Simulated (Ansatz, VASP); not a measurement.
BP: VASP beside Ansatz

The input POSCAR:

```
BP
1.0
    0.0000000000      2.2683156689      2.2456325122
    2.2683156689      0.0000000000      2.2456325122
    2.2683156689      2.2683156689      0.0000000000
B P
1 1
Direct
    0.0000000000      0.0000000000      0.0000000000
    0.2500000000      0.2500000000      0.2500000000
```

Contents of INCAR.step1:

```
SYSTEM = BP
PREC = Accurate
ENCUT = 520
ISMEAR = 0
SIGMA = 0.01
LREAL = .False.
LASPH = .True.
NELM = 80
NBANDS = 11
GGA = PE
ALGO = Normal
EDIFF = 1E-4
LWAVE = .True.
LCHARG = .False.
```

File INCAR.step2:

```
SYSTEM = BP
PREC = Accurate
ENCUT = 520
EDIFF = 1E-6
ISMEAR = 0
SIGMA = 0.01
LREAL = .False.
LASPH = .True.
NELM = 80
ALGO = Normal
ISIF = 2
LWAVE = .False.
LCHARG = .False.
METAGGA = R2SCAN
LMIXTAU = .True.
NBANDS = 11
ISTART = 1
```

KPOINTS

```
Automatic mesh
0
Gamma
  10 10 10
  0 0 0
```

Input for Ansatz:

```yaml
crystal:
  lattice:
    - [0.0, 2.2683156689, 2.2456325122]
    - [2.2683156689, 0.0, 2.2456325122]
    - [2.2683156689, 2.2683156689, 0.0]
  atoms:
    - { symbol: B, position: [0.0, 0.0, 0.0] }
    - { symbol: P, position: [0.25, 0.25, 0.25] }
kpoints:
  mp_grid: { grid: [10, 10, 10] }
  band_path:
    path:
      - [0.0, 0.0, 0.0]
      - [-0.5, -0.5, 0.0]
      - [-0.375, -0.375, 0.25]
      - [-0.375, 0.0, 0.375]
      - [0.0, 0.0, 0.5]
      - [-0.5, -0.25, 0.25]
      - [0.414062, 0.414062, 0.0]
    npoints: 1
hamiltonian:
  xc: r2scan
scf:
  occupations: { method: fixed }
  n_extra_bands: 4
output:
  forces: true
  stress: true
  eigenvalues: true
```

Change from the starting cell: uniaxial_z strain -1.0%.

Alike in both runs: task single point; functional r2SCAN; k mesh 10 × 10 × 10; no spin polarisation.

```csv
,VASP,Ansatz
version,VASP 6.6.1,Ansatz 0.2.0
potentials or method,"VASP PAW PBE potentials, release 64 (B, P)","plane waves, PAW"
plane-wave cutoff (eV),520,500
occupations,"gaussian, width 0.01 eV",fixed
valence electrons in the cell,8,8
```

```csv
,VASP,Ansatz,Ansatz less VASP
gap on the k mesh at the Fermi level (eV),1.27,1.24,-0.030
pressure (GPa),1.2,1.7,+0.52
"traceless stress, the component that is largest in VASP (GPa)",1.93,1.92,-0.009
```

VASP's potentials were made for PBE, not for r2SCAN.
